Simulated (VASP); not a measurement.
Be5ZnSe6: single point with PBE

The system is Be5ZnSe6.

```
Be Zn Se
1.0
     0.00000    0.00000    6.11843
     6.43503    0.00000    0.00000
    -3.21752    5.57290    0.00000
Be Zn Se
5 1 6
Cartesian
  1.0298 5.5729 0.0332
  1.0939 1.8946 0.0332
  4.3114 3.6783 0.0332
  3.2175 1.8576 3.0874
  0.0000 3.7153 3.0874
  0.0000 0.0000 3.1059
  0.9126 5.5729 2.2818
  1.1525 1.9961 2.2818
  4.3700 3.5768 2.2818
  0.0000 0.0000 5.5562
  3.2175 1.8576 5.3534
  0.0000 3.7153 5.3534
```

```
Program                : VASP 6.6.1
Task                   : single point
Functional             : PBE
Potentials or basis    : VASP PAW PBE potentials, release 64 (Be, Zn, Se)
Cutoff                 : 520 eV
k mesh                 : 2 × 3 × 3
Occupations            : gaussian, width 0.1 eV
Spin                   : no spin polarisation
Dipole correction      : no
Further INCAR settings : ALGO = Normal; EDIFF = 1e-07; NBANDS = 41
```

```yaml
Pressure: 0.2 GPa
Largest_force: 0.014 eV/Å
Band_gap_on_the_k_mesh: 3.21 eV (least direct gap 3.27 eV)
```

Forces in eV/Å, atoms in the order of the input:
```
Be   0.003  0.000 -0.014
Be  -0.002 -0.003 -0.014
Be  -0.002  0.003 -0.014
Be   0.000  0.000  0.003
Be   0.000  0.000  0.003
Zn   0.000  0.000  0.009
Se   0.006  0.000  0.006
Se  -0.003 -0.005  0.006
Se  -0.003  0.005  0.006
Se   0.000  0.000  0.010
Se   0.000  0.000 -0.001
Se   0.000  0.000 -0.001
```

Stress tensor (GPa, compression positive):
```
0.21 0.00 0.00
0.00 0.21 0.00
0.00 0.00 0.12
```

Levels at points of the mesh, in eV from the valence-band top:
```csv
k point,band 25,band 26,band 27,band 28,band 29,band 30,band 31,band 32,band 33,band 34
"(0.00, 0.00, 0.00)",-1.12,-1.12,-0.19,0.00,0.00,3.27,3.42,3.42,3.68,4.86
"(0.50, 0.00, 0.00)",-1.07,-0.80,-0.80,-0.44,-0.44,3.65,4.06,4.21,4.44,4.44
```

Wall time 73 s on 1 thread of Intel(R) Xeon(R) Platinum 8488C (Sapphire Rapids) (shared host), peak memory 0.34 GiB.

Caveat: the k points lie up to 0.51 Å⁻¹ apart. A k mesh can miss the band edges.
